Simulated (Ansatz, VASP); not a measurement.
**AlNi in VASP and in Ansatz**

Contents of INCAR:

```
SYSTEM = AlNi
PREC = Accurate ; ENCUT = 520
EDIFF = 1E-7 ; ISMEAR = 0
SIGMA = 0.15 ; LREAL = .FALSE.
LASPH = .TRUE. ; NELM = 60
ALGO = Fast ; ISIF = 2
LWAVE = .FALSE. ; LCHARG = .TRUE.
GGA = PS ; LELF = .TRUE.
LVHAR = .TRUE. ; NBANDS = 14
```

KPOINTS

```
Automatic mesh
0
G
  20 20 20
  0 0 0
```

The input POSCAR:

```
AlNi
1.0
    2.0516480085     -2.0516700352      0.0000000000
    2.0516480085      2.0516700352      0.0000000000
    0.0000000000      0.0000000000      2.8694088111
Al Ni
1 1
Direct
    0.0000000000      0.0000000000      0.0000000000
    0.5000000000      0.5000000000      0.5000000000
```

Input for Ansatz:

```yaml
crystal:
  lattice:
    - [2.0516480085, -2.0516700352, 0.0]
    - [2.0516480085, 2.0516700352, 0.0]
    - [0.0, 0.0, 2.8694088111]
  atoms:
    - { symbol: Al, position: [0.0, 0.0, 0.0] }
    - { symbol: Ni, position: [0.5, 0.5, 0.5] }
basis:
  ecutwfc: 420
kpoints:
  mp_grid: { grid: [20, 20, 20] }
hamiltonian:
  xc: pbesol
scf:
  occupations: { method: gaussian, width: 0.15 }
output:
  forces: true
  stress: true
  eigenvalues: true
```

Change from the starting cell: strain +0.0150 x Voigt [1, 1, 0, 0, 0, 0], atoms carried along.

Alike in both runs: task single point; functional PBEsol; k mesh 20 × 20 × 20; occupations gaussian, width 0.15 eV; no spin polarisation.

```csv
,VASP,Ansatz
version,VASP 6.6.1,Ansatz 0.2.0
potentials or method,"VASP PAW PBE potentials, release 64 (Al, Ni), cutoff 520 eV","scalar-relativistic, plane waves, PAW"
valence electrons in the cell,13,21
```

|  | VASP | Ansatz | Ansatz less VASP |
| --- | --- | --- | --- |
| gap on the k mesh at the Fermi level (eV) | none | none | - |
| pressure (GPa) | -4.9 | -4.8 | +0.08 |
| traceless stress, the component that is largest in VASP (GPa) | 0.56 | 0.54 | -0.016 |

VASP's potentials were made for PBE, not for PBEsol. A gap of «none» marks a metal or a gap that the smearing closes. With one functional, cell and mesh, what is left measures potentials, basis and numerics. VASP's potentials hold 13 valence electrons a cell and Ansatz's 21, so a difference there can come from the potentials and not from the codes. Ansatz's warnings: near symmetry operations not taken.
